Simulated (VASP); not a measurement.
# Te (P6/mmm) in VASP: a series of runs

Runs on Te. Level: RPBE. Tasks: single point.

All numbers are computed with VASP 6.6.1; they aren't measurements. Logs are shortened: lines on timing, memory, paths and dates and some standing lists are left out, and cuts for length are marked.

## 1. The cell of the first run

The structure is hexagonal, space group P6/mmm (No. 191). Conventional cell: a = 5.605 Å, b = 5.605 Å, c = 3.291 Å, α = 90.00°, β = 90.00°, γ = 120.00°. Within 4.3 Å of Te (site symmetry 6/mmm) lie 14 Te at 3.29 to 3.63 Å. Within 4.3 Å of Te (site symmetry -6m2) lie 11 Te at 3.24 to 3.63 Å.

## 2. Single point, RPBE

File INCAR:

```
PREC = Accurate
ENCUT = 520
EDIFF = 1E-6
ISMEAR = -1
SIGMA = 0.1
LREAL = False
LASPH = True
NELM = 60
ALGO = Normal
ISIF = 2
LWAVE = False
LCHARG = False
GGA = RP
NBANDS = 16
```

File KPOINTS:

```
regular mesh
0
Gamma
  8 8 11
```

File POSCAR:

```
Te
1.0
    5.6054350768      0.0000000000      0.0000000000
   -2.8027175384      4.8544491757      0.0000000000
    0.0000000000      0.0000000000      3.2909417825
Te
3
Direct
    0.0000000000      0.0000000000      0.0000000000
    0.3333333333      0.6666666667      0.5000000000
    0.6666666667      0.3333333333      0.5000000000
```

Potentials or basis: VASP PAW PBE potentials, release 64 (Te).

Run with:

```console
> cat potpaw_PBE.64/Te/POTCAR > POTCAR
> mpirun -np 1 vasp_std > vasp.out
```

OUTCAR:

```text
PREC = Accurate
   ENCUT = 520
   EDIFF = 1E-6
   ISMEAR = -1
   LREAL = False
   LASPH = True
   NELM = 60
   ISIF = 2
   GGA = RP

 ion  position               nearest neighbor table
   1  0.000  0.000  0.000-   2 3.63   3 3.63   2 3.63   3 3.63   2 3.63   2 3.63   3 3.63   3 3.63
                             3 3.63   3 3.63   2 3.63   2 3.63
   2  0.333  0.667  0.500-   3 3.24   3 3.24   3 3.24   1 3.63   1 3.63   1 3.63   1 3.63   1 3.63
                             1 3.63
   3  0.667  0.333  0.500-   2 3.24   2 3.24   2 3.24   1 3.63   1 3.63   1 3.63   1 3.63   1 3.63
                             1 3.63

  LATTYP: Found a hexagonal cell.
 ALAT       =     5.6054350768
 C/A-ratio  =     0.5870983675

  Lattice vectors:

 A1 = (   5.6054350768,   0.0000000000,   0.0000000000)
 A2 = (  -2.8027175384,   4.8544491757,   0.0000000000)
 A3 = (   0.0000000000,   0.0000000000,   3.2909417825)

Analysis of symmetry for initial positions (statically):
=====================================================================
 Subroutine PRICEL returns:
 Original cell was already a primitive cell.

 Routine SETGRP: Setting up the symmetry group for a
 hexagonal supercell.

 Subroutine GETGRP returns: Found 24 space group operations
 (whereof 24 operations were pure point group operations)
 out of a pool of 24 trial point group operations.

The static configuration has the point symmetry D_6h.

Analysis of symmetry for dynamics (positions and initial velocities):
=====================================================================
 Subroutine PRICEL returns:
 Original cell was already a primitive cell.

 Routine SETGRP: Setting up the symmetry group for a
 hexagonal supercell.

 Subroutine GETGRP returns: Found 24 space group operations
 (whereof 24 operations were pure point group operations)
 out of a pool of 24 trial point group operations.

The dynamic configuration has the point symmetry D_6h.

 Subroutine INISYM returns: Found 24 space group operations
 (whereof 24 operations are pure point group operations),
 and found     1 'primitive' translations

----------------------------------------------------------------------------------------

                                     Primitive cell

  volume of cell :      89.5508

  direct lattice vectors                    reciprocal lattice vectors
     5.605435077  0.000000000  0.000000000     0.178398284  0.102998297  0.000000000
    -2.802717538  4.854449176  0.000000000     0.000000000  0.205996595  0.000000000
     0.000000000  0.000000000  3.290941783     0.000000000  0.000000000  0.303864385

  length of vectors
     5.605435077  5.605435077  3.290941783     0.205996595  0.205996595  0.303864385

  position of ions in fractional coordinates (direct lattice)
     0.000000000  0.000000000  0.000000000
     0.333333333  0.666666667  0.500000000
     0.666666667  0.333333333  0.500000000

  ion indices of the primitive-cell ions
   primitive index   ion index
                 1           1
                 2           2
                 3           3

----------------------------------------------------------------------------------------

 KPOINTS: regular mesh

Automatic generation of k-mesh.
 Grid dimensions read from file:
 generate k-points for:    8    8   11

 Generating k-lattice:

  Cartesian coordinates                     Fractional coordinates (reciprocal lattice)
     0.022299786  0.012874787  0.000000000     0.125000000 -0.000000000  0.000000000
     0.000000000  0.025749574  0.000000000     0.000000000  0.125000000  0.000000000
     0.000000000  0.000000000  0.027624035     0.000000000  0.000000000  0.090909091

  Length of vectors
     0.025749574  0.025749574  0.027624035

  Shift w.r.t. Gamma in fractional coordinates (k-lattice)
     0.000000000  0.000000000  0.000000000

 Subroutine IBZKPT returns following result:
 ===========================================

 Found     60 irreducible k-points:

 Following reciprocal coordinates:
            Coordinates               Weight
  0.000000  0.000000  0.000000      1.000000
  0.125000 -0.000000  0.000000      6.000000
  0.250000 -0.000000  0.000000      6.000000
  0.375000 -0.000000  0.000000      6.000000
  0.500000 -0.000000  0.000000      3.000000
  0.125000  0.125000  0.000000      6.000000
[... 16 lines left out ...]
  0.250000 -0.000000  0.181818     12.000000
  0.375000 -0.000000  0.181818     12.000000
 [... further k-points ...]
   k-points           NKPTS =     60   k-points in BZ     NKDIM =     60   number of bands    NBANDS=     16
   number of dos      NEDOS =    301   number of ions     NIONS =      3
   total plane-waves  NPLWV =  42336
   dimension x,y,z NGX =    42 NGY =   42 NGZ =   24
   dimension x,y,z NGXF=    84 NGYF=   84 NGZF=   48
   ions per type =               3
   NGX,Y,Z   is equivalent  to a cutoff of  12.46, 12.46, 12.12 a.u.
   NGXF,Y,Z  is equivalent  to a cutoff of  24.91, 24.91, 24.25 a.u.
 SYSTEM =  unknown system
   PREC   = accura    normal or accurate (medium, high low for compatibility)
   ISTART =      0    job   : 0-new  1-cont  2-samecut
   ICHARG =      2    charge: 1-file 2-atom 10-const
   ISPIN  =      1    spin polarized calculation?
   LNONCOLLINEAR =      F non collinear calculations
   LSORBIT =      F    spin-orbit coupling
   LASPH  =      T    aspherical Exc in radial PAW
   ENCUT  =  520.0 eV  38.22 Ry    6.18 a.u.  10.42 10.42  6.12*2*pi/ulx,y,z
   NELM   =     60;   NELMIN=  2; NELMDL= -5     # of ELM steps
   EDIFF  = 0.1E-05   stopping-criterion for ELM
   LREAL  =      F    real-space projection
   EDIFFG = 0.1E-04   stopping-criterion for IOM
   NSW    =      0    number of steps for IOM
   IBRION =     -1    ionic relax: 0-MD 1-quasi-New 2-CG
   NFREE  =      0    steps in history (QN), initial steepest desc. (CG)
   ISIF   =      2    stress and relaxation
   ISYM   =      2    0-nonsym 1-usesym 2-fastsym
   POTIM  = 0.5000    time-step for ionic-motion
   TEBEG  =    0.0;   TEEND  =   0.0 temperature during run
   PSTRESS=    0.0 pullay stress
   NELECT =      18.0000    total number of electrons
   NUPDOWN=      -1.0000    fix difference up-down
   EMIN   =  10.00;   EMAX   =-10.00  energy-range for DOS
   EFERMI =   0.00;   METHOD = LEGACY
   ISMEAR =    -1;   SIGMA  =   0.10  broadening in eV -4-tet -1-fermi 0-gaus
   EFERMI_NEDOS =   21; number of points for ismear=-14 and -15
   IALGO  =     38    algorithm
   IMIX   =      4    mixing-type and parameters
     AMIX     =   0.40;   BMIX     =  1.00
     AMIX_MAG =   1.60;   BMIX_MAG =  1.00
  volume/ion in A,a.u.               =      29.85       201.44
  Fermi-wavevector in a.u.,A,eV,Ry     =   0.958979  1.812208 12.512476  0.919641
  Thomas-Fermi vector in A             =   2.088135
   LORBIT       =      0    0 simple, 1 ext, 2 COOP (PROOUT), +10 PAW based schemes
   GGA     = RP    functional components
   LHFCALC =     F    Hartree Fock is set to
   AEXX    =    0.0000 exact exchange contribution
   IVDW    =     0    specifies the selected vdW correction
   LEPSILON=     F    determine dielectric tensor
   LRPA    =     F    only Hartree local field effects (RPA)
 non-spin polarized calculation
  energy-cutoff  :      520.00
  volume of cell :       89.55
 maximum number of plane-waves:      2448
 NGX is ok and might be reduce to    42
   NGX = 21   NGY = 21   NGZ = 13

 number of electron      18.0000000 magnetization

 Free energy of the ion-electron system (eV)
  ---------------------------------------------------
  ext. energy  EPLUGINS =         0.00000000
  ---------------------------------------------------
  free energy    TOTEN  =        -7.24650538 eV

  energy without entropy =       -7.15946412  energy(sigma->0) =       -7.20298475

 E-fermi :   7.3846     XC(G=0):  -9.7988

 val. band max:        7.3394959513   @ k =   0.3750   0.1250   0.0909
 cond. band min:       7.3873028025   @ k =   0.1250   0.1250   0.1818
 fundamental gap:      0.0478068511
 Fermi energy:         7.3846350578

 k-point     1 :       0.0000    0.0000    0.0000
  band No.  band energies     occupation
      1      -6.2596      2.00000
      2      -3.1216      2.00000
      3      -3.0957      2.00000
      4       2.9498      2.00000
      5       2.9498      2.00000
      6       3.4080      2.00000
[... 8 lines left out ...]
     15      16.9957      0.00000
     16      16.9958      0.00000

 k-point     2 :       0.1250   -0.0000    0.0000
  band No.  band energies     occupation
      1      -6.1742      2.00000
      2      -3.2663      2.00000
      3      -3.1903      2.00000
      4       2.4819      2.00000
      5       2.7221      2.00000
      6       4.0434      2.00000
[... 8 lines left out ...]
     15      16.4894      0.00000
     16      16.6396      0.00000

 k-point     3 :       0.2500   -0.0000    0.0000
  band No.  band energies     occupation
      1      -5.9214      2.00000
      2      -3.7045      2.00000
      3      -3.3673      2.00000
      4       2.0169      2.00000
      5       2.9767      2.00000
      6       5.0027      2.00000
[... 8 lines left out ...]
     15      15.7239      0.00000
     16      16.2154      0.00000

 k-point     4 :       0.3750   -0.0000    0.0000
  band No.  band energies     occupation
      1      -5.5162      2.00000
      2      -4.3105      2.00000
      3      -3.5091      2.00000
      4       1.7299      2.00000
      5       3.7594      2.00000
      6       6.0807      2.00000
[... 8 lines left out ...]
     15      15.0559      0.00000
     16      15.3052      0.00000
[... 324 lines left out ...]
 k-point    22 :       0.1250   -0.0000    0.1818
  band No.  band energies     occupation
      1      -5.7872      2.00000
      2      -2.9606      2.00000
      3      -2.9035      2.00000
      4       2.8614      2.00000
      5       3.0810      2.00000
      6       4.4180      2.00000
[... 8 lines left out ...]
     15      15.5024      0.00000
     16      15.6406      0.00000

 k-point    23 :       0.2500   -0.0000    0.1818
  band No.  band energies     occupation
      1      -5.5390      2.00000
      2      -3.3721      2.00000
      3      -3.0723      2.00000
      4       2.4144      2.00000
      5       3.2751      2.00000
      6       5.2792      2.00000
[... 8 lines left out ...]
     15      15.4806      0.00000
     16      16.0401      0.00000

 k-point    24 :       0.3750   -0.0000    0.1818
  band No.  band energies     occupation
      1      -5.1430      2.00000
      2      -3.9565      2.00000
      3      -3.2008      2.00000
      4       2.1352      2.00000
      5       3.9326      2.00000
      6       5.7645      2.00000
[... 8 lines left out ...]
     15      15.4851      0.00000
     16      15.7604      0.00000

 [... further k-points ...]
[... 5 lines left out ...]
  --------------------------------------------------------------------------------------
  -------------------------------------------------------------------------------------
  Total        0.1951088      0.1951088     -0.8830666      0.0000000      0.0000000      0.0000000
  in kB        3.4907430      3.4907430    -15.7991798      0.0000000      0.0000000      0.0000000
  external PRESSURE =      -2.9392313 kB  Pullay stress =       0.0000000 kB

 VOLUME and BASIS-vectors are now :
 -----------------------------------------------------------------------------
  energy-cutoff  :      520.00
  volume of cell :       89.55
      direct lattice vectors                 reciprocal lattice vectors
     5.605435077  0.000000000  0.000000000     0.178398284  0.102998297  0.000000000
    -2.802717538  4.854449176  0.000000000     0.000000000  0.205996595  0.000000000
     0.000000000  0.000000000  3.290941783     0.000000000  0.000000000  0.303864385

 POSITION                                       TOTAL-FORCE (eV/Angst)
 -----------------------------------------------------------------------------------
      0.00000      0.00000      0.00000         0.000000      0.000000      0.000000
     -0.00000      3.23630      1.64547         0.000000     -0.000000      0.000000
      2.80272      1.61815      1.64547        -0.000000      0.000000      0.000000
 -----------------------------------------------------------------------------------
    total drift:                               -0.000000      0.000000     -0.000000

  FREE ENERGIE OF THE ION-ELECTRON SYSTEM (eV)
  ---------------------------------------------------
  free  energy   TOTEN  =        -7.2465053808 eV

  energy  without entropy=       -7.1594641173  energy(sigma->0) =       -7.20298475
```

Wall time 91 s (1 thread of Intel Xeon 6975P-C, shared host); peak memory 0.23 GiB.

What came out:

```yaml
Free_energy: -7.2465 eV
Pressure: -0.3 GPa
Band_gap_on_the_k_mesh: zero (band 9 reaches 9.90 eV, above the bottom of band 10 at 5.10 eV)
```

Levels at points of the mesh, in eV from the Fermi level:
```csv
k point,band 6,band 7,band 8,band 9,band 10,band 11,band 12,band 13
"(0.00, 0.00, 0.00)",-3.98,-3.98,0.35,2.52,2.52,2.93,3.14,5.18
"(0.50, 0.00, 0.00)",-2.26,-0.32,0.00,0.29,1.47,1.64,2.65,5.41
```

Caveat: the PAW data sets were made with another functional, which shifts forces and pressure a little; spin-orbit coupling is left out, which moves the levels of the heavy elements.

(Continued in part 2 of 2.)
